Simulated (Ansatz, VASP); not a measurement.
## SiBN2 in VASP and in Ansatz

```
Si B N
1.0
     2.78649    0.00000    0.00000
     0.00000    2.78649    0.00000
     0.00000    0.00000    3.99331
Si B N
1 1 2
Direct
  0.00000 0.00000 0.00000
  0.50000 0.50000 0.50000
  0.50000 0.00000 0.71587
  0.00000 0.50000 0.28413
```

Alike in both runs: functional PBE; k mesh 7 × 7 × 5; occupations gaussian, width 0.2 eV; no spin polarisation.

Ansatz relaxed the structure, and its values are those at the end. VASP's run is a single point on that final structure, the one shown.

|  | VASP | Ansatz |
| --- | --- | --- |
| version | VASP 6.6.1 | Ansatz 0.2.0 |
| potentials or method | VASP PAW PBE potentials, release 64 (Si, B, N), cutoff 600 eV | scalar-relativistic, plane waves, PAW |
| valence electrons in the cell | 17 | 17 |

VASP gave:

* gap on the k mesh at the Fermi level (eV): none
* pressure (GPa): -0.3

**Question.** Which values does Ansatz return?

**Answer.** gap on the k mesh at the Fermi level (eV): none; pressure (GPa): 0.1.

A gap of «none» marks a metal or a gap that the smearing closes.
